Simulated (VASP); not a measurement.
A run of VASP 6.6.1:

File POSCAR:

```
Ir
1.0
    0.0000000000      1.9365151374      1.9365151374
    1.9365151374      0.0000000000      1.9365151374
    1.9365151374      1.9365151374      0.0000000000
Ir
1
Direct
    0.0000000000      0.0000000000      0.0000000000
```

INCAR.step1

```
PREC = Accurate
ENCUT = 520
EDIFF = 1E-6
ISMEAR = 0
SIGMA = 0.05
LREAL = False
LASPH = True
NELM = 150
ALGO = Normal
ISIF = 2
LWAVE = False
LCHARG = True
MAGMOM = 0 0 0
LSORBIT = True
GGA_COMPAT = False
LORBMOM = True
LMAXMIX = 4
GGA = PE
NBANDS = 20
```

The input KPOINTS.step1:

```
Automatic mesh
0
Gamma
  18 18 18
```

The input INCAR.step2:

```
PREC = Accurate
ENCUT = 520
EDIFF = 1E-6
ISMEAR = -5
SIGMA = 0.05
LREAL = False
LASPH = True
NELM = 150
ALGO = Normal
ISIF = 2
LWAVE = False
LCHARG = False
MAGMOM = 0 0 0
LORBIT = 10
LSORBIT = True
GGA_COMPAT = False
LORBMOM = True
LMAXMIX = 4
GGA = PE
NBANDS = 20
NEDOS = 1001
ICHARG = 11
```

KPOINTS.step2

```
Automatic mesh
0
Gamma
  27 27 27
```

Potentials or basis: VASP PAW PBE potentials, release 64 (Ir).

Launch:

```console
$ cat potpaw_PBE.64/Ir/POTCAR > POTCAR
$ cp INCAR.step1 INCAR
$ cp KPOINTS.step1 KPOINTS
$ mpirun -np 1 vasp_ncl > vasp.out
$ cp INCAR.step2 INCAR
$ cp KPOINTS.step2 KPOINTS
$ mpirun -np 1 vasp_ncl > vasp.out
```

Hardware: 1 thread of Intel(R) Xeon(R) 6975P-C (Granite Rapids) (shared host).

Q: How long does it take, and how much memory?

A: It took 2.5 min on 1 thread of Intel(R) Xeon(R) 6975P-C (Granite Rapids), on a shared host, peak memory 0.33 GiB. Counts: k points 560.
